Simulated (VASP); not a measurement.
Write the native input for VASP 6.6.1 that does the following.

| Property | Result |
| --- | --- |
| Task | single point |
| Functional | r2SCAN |
| Potentials or basis | VASP PAW PBE potentials, release 64 (Ir) |
| Cutoff | 520 eV |
| k mesh | 22 × 22 × 22 |
| Occupations | gaussian, width 0.15 eV |
| Spin | no spin polarisation |
| Dipole correction | no |
| Further INCAR settings | ALGO = Normal; EDIFF = 1e-06; NBANDS = 10 |

The system is Ir.

```
Ir
1.0
     0.00000    1.82371    1.87171
     1.82371    0.00000    1.87171
     1.82371    1.82371    0.00000
Ir
1
Direct
  0.00000 0.00000 0.00000
```

This cell differs from its parent crystal: strain -0.050 along x and y, -0.025 along z.

The input as run:

POSCAR

```
Ir
1.0
    0.0000000000      1.8237150000      1.8717075000
    1.8237150000      0.0000000000      1.8717075000
    1.8237150000      1.8237150000      0.0000000000
Ir
1
Direct
    0.0000000000      0.0000000000      0.0000000000
```

INCAR.step1

```
SYSTEM = Ir
ALGO = Normal
EDIFF = 1E-4
ENCUT = 520
GGA = PE
ISMEAR = 0
LASPH = .True.
LCHARG = .False.
LREAL = .False.
LWAVE = .True.
NBANDS = 10
NELM = 80
PREC = Accurate
SIGMA = 0.15
```

INCAR.step2

```
SYSTEM = Ir
ALGO = Normal
EDIFF = 1E-6
ENCUT = 520
ISIF = 2
ISMEAR = 0
ISTART = 1
LASPH = .True.
LCHARG = .True.
LELF = .True.
LMIXTAU = .True.
LREAL = .False.
LVHAR = .True.
LWAVE = .False.
METAGGA = R2SCAN
NBANDS = 10
NELM = 80
PREC = Accurate
SIGMA = 0.15
```

KPOINTS

```
k-points
0
Gamma
  22 22 22
  0 0 0
```

Potentials or basis: VASP PAW PBE potentials, release 64 (Ir).

Launch:

```sh
$ cat potpaw_PBE.64/Ir/POTCAR > POTCAR
$ cp INCAR.step1 INCAR
$ mpirun -np 1 vasp_std > vasp.out
$ cp INCAR.step2 INCAR
$ mpirun -np 1 vasp_std > vasp.out
```

It gave:

```json
{"Pressure": "74.6 GPa", "Band gap on the k mesh": "zero (an odd number of electrons rules out a gap without spin polarisation)"}
```

Caveat: the cell differs from its parent crystal (strain -0.050 along x and y, -0.025 along z); the cell stands under pressure; the PAW data sets were made with another functional, which shifts forces and pressure a little; spin-orbit coupling is left out, which moves the levels of the heavy elements.

Run time: 4.1 min on 1 thread of AMD EPYC 9R45 96-Core Processor (Zen 5), on a shared host, peak memory 0.19 GiB.
